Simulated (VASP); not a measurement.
Crystal: LiF.

```
Li F
1.0
     0.00000    2.03477    1.96974
     2.03477    0.00000    1.96974
     2.03477    2.03477    0.00000
Li F
1 1
Direct
  0.00000 0.00000 0.00000
  0.50000 0.50000 0.50000
```

This cell differs from its parent crystal: epitaxial xy strain +2.0%.

Base run:

| Quantity | Value |
| --- | --- |
| Program | VASP 6.6.1 |
| Functional | PBE |
| Potentials or basis | VASP PAW PBE potentials, release 64 (Li_sv, F) |
| Cutoff | 520 eV |
| k mesh | 10 × 10 × 10 |
| Occupations | fermi-dirac, width 0.02 eV |
| Spin | no spin polarisation |

Its results: band gap on the k mesh 9.07 eV, direct.

Question: The run is repeated on the same cell with these changes: functional from PBE to r2SCAN; occupations from fermi-dirac, width 0.02 eV to gaussian, width 0.01 eV. What comes out?

Answer: Band gap on the k mesh 10.25 eV, direct.

A k mesh can miss the band edges.
